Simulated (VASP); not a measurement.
Write the native input for VASP 6.6.1 that does the following.

| Quantity | Value |
| --- | --- |
| Task | single point |
| Functional | PBE |
| Potentials or basis | VASP PAW PBE potentials, release 64 (Nb_sv) |
| Cutoff | 520 eV |
| k mesh | 18 × 18 × 18 |
| Occupations | gaussian, width 0.1 eV |
| Spin | no spin polarisation |
| Dipole correction | no |
| Further INCAR settings | ALGO = Fast; EDIFF = 1e-06; NBANDS = 12 |

The structure of Nb lies in POSCAR:

```
Nb
1.0
   -1.6388340493      1.6388340493      1.6388340493
    1.6388340493     -1.6388340493      1.6388340493
    1.6388340493      1.6388340493     -1.6388340493
Nb
1
Direct
    0.0000000000      0.0000000000      0.0000000000
```

The input as run:

INCAR

```
SYSTEM = Nb
  PREC = Accurate
  ENCUT = 520
  EDIFF = 1E-6
  ISMEAR = 0
  SIGMA = 0.1
  LREAL = .FALSE.
  LASPH = .TRUE.
  NELM = 80
  ALGO = Fast
  ISIF = 2
  LWAVE = .FALSE.
  LCHARG = .FALSE.
  GGA = PE
  NBANDS = 12
```

KPOINTS

```
regular mesh
0
G
  18 18 18
  0 0 0
```

Potentials or basis: VASP PAW PBE potentials, release 64 (Nb_sv).

Launch:

```bash
$ cat potpaw_PBE.64/Nb_sv/POTCAR > POTCAR
$ mpirun -np 1 vasp_std > vasp.out
```

Results of the run:

```
Pressure               : 5.0 GPa
Band gap on the k mesh : zero (an odd number of electrons rules out a gap without spin polarisation)
```

Caveat: the cell stands under pressure.

It took 96 s on 1 thread of Intel Xeon 8259CL, with other jobs on the host, peak memory 0.17 GiB.
